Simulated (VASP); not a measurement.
Runs of VASP 6.6.1 on BN (Qingsongite). The structure is that of space group F-43m (No. 216), or close to it. The cells are those of the table. 

```tsv
task	level	potentials or basis	cell	cutoff (eV)	second run	gap on the mesh (eV)	pressure (GPa)
single point	PBE+D4	VASP PAW PBE potentials, release 64 (B, N)	a = 2.550 Å, angles 60.0°, 2 atoms	520	-	4.62	0.3
single point	r2SCAN+rVV10	VASP PAW PBE potentials, release 64 (B_h, N_h)	a = 2.550 Å, angles 60.0°, 2 atoms	910	hard_potentials	5.12	-0.6
relaxation of cell and atoms	PBE+D3(BJ)	VASP PAW PBE potentials, release 64 (B, N)	relaxed from a = 2.556 Å, angles 60.0°, 2 atoms	600	-	4.62	0.0
single point	PBE+D3(BJ)	VASP PAW PBE potentials, release 64 (B, N)	a = 2.550 Å, angles 60.0°, 2 atoms	520	-	4.62	0.3
single point	r2SCAN+rVV10	VASP PAW PBE potentials, release 64 (B, N)	a = 2.550 Å, angles 60.0°, 2 atoms	520	-	5.10	(a)
```

Alike in all rows: no spin polarisation; k mesh 9 × 9 × 9; smearing methfessel-paxton 0.02 eV.

Question: Estimate the missing entries.

Answer: (a) 1.2.

Caveats: the PAW data sets were made with another functional, which shifts forces and pressure a little (some runs); the cutoff is under 1.25 times the usual one of these potentials, so pressure, stress and relaxed cells hold a basis-set (Pulay) error (some runs).

A k mesh can miss the band edges.
